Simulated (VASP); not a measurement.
## TaN: single point with PBE

The system is TaN.

```xyz
12
Lattice="5.4569 0.0000 0.0000 -2.7284 4.7258 0.0000 0.0000 0.0000 6.1075" Properties=species:S:1:pos:R:3 pbc="T T T"
Ta    0.1059    0.0963   -0.0798
Ta   -0.1711    3.1829    1.3317
Ta    2.8372    1.8518    1.2640
Ta    0.0515    0.0186    3.1249
Ta   -0.0119    3.5094    4.2497
Ta    2.7337    1.6133    4.2006
N     2.1579    0.0534   -0.2253
N     1.7607    3.0917   -0.1479
N    -0.9133    1.9032   -0.4493
N     2.0555   -0.0822    2.5893
N     1.4947    3.2287    2.7081
N    -0.9921    1.8851    2.9793
```

```json
{"Program": "VASP 6.6.1", "Task": "single point", "Functional": "PBE", "Potentials or basis": "VASP PAW PBE potentials, release 64 (Ta_pv, N)", "Cutoff": "520 eV", "k mesh": "2 × 2 × 2", "Occupations": "fermi-dirac, width 0.17 eV", "Spin": "no spin polarisation"}
```

```yaml
Pressure: -19.2 GPa
Largest_force: 4.033 eV/Å
Band_gap_on_the_k_mesh: zero (band 48 reaches 6.67 eV, above the bottom of band 49 at 6.23 eV)
```

Forces on the atoms (eV/Å):
```
Ta  -0.624  0.394 -1.557
Ta   1.988 -0.422 -2.534
Ta  -1.297 -1.282 -0.735
Ta  -1.051  1.011 -2.872
Ta   0.049 -3.093  1.481
Ta   1.054  1.184  1.806
N    0.048  1.015  0.519
N   -0.190 -0.643 -0.166
N   -1.093  0.221  1.603
N   -0.057  3.293  2.326
N    1.849 -1.922  1.109
N   -0.676  0.244 -0.981
```

Stress tensor (GPa, compression positive):
```
-19.71   0.86   0.87
  0.86 -20.57   1.87
  0.87   1.87 -17.30
```

Levels at points of the mesh, in eV from the Fermi level:
```tsv
k point	band 45	band 46	band 47	band 48	band 49	band 50	band 51	band 52
(0.00, 0.00, 0.00)	-1.71	-1.25	-0.69	-0.36	0.67	0.75	1.01	1.35
(0.50, 0.00, 0.00)	-2.02	-1.82	-1.33	0.20	0.27	0.65	0.95	1.55
(0.00, 0.50, 0.00)	-2.02	-1.52	-1.19	-0.22	0.38	0.87	1.26	1.55
(0.50, 0.50, 0.00)	-1.81	-1.65	-1.25	-0.49	-0.21	0.98	1.39	1.53
(0.00, 0.00, 0.50)	-1.35	-0.89	-0.76	-0.32	0.05	0.37	0.99	1.17
(0.50, 0.00, 0.50)	-1.40	-1.17	-0.98	0.23	0.44	0.55	0.87	0.97
(0.00, 0.50, 0.50)	-1.35	-1.05	-0.83	-0.01	0.12	0.34	0.79	1.16
(0.50, 0.50, 0.50)	-1.51	-1.14	-0.93	-0.57	0.07	0.62	0.90	1.15
```

Wall time 76 s on 1 thread of Intel(R) Xeon(R) Platinum 8488C (Sapphire Rapids), on a shared host, peak memory 0.29 GiB.

Caveat: the k points lie up to 0.66 Å⁻¹ apart; spin-orbit coupling is left out, which moves the levels of the heavy elements; forces of over 1 eV/Å act on the atoms, so gaps and moduli don't describe the material at rest.
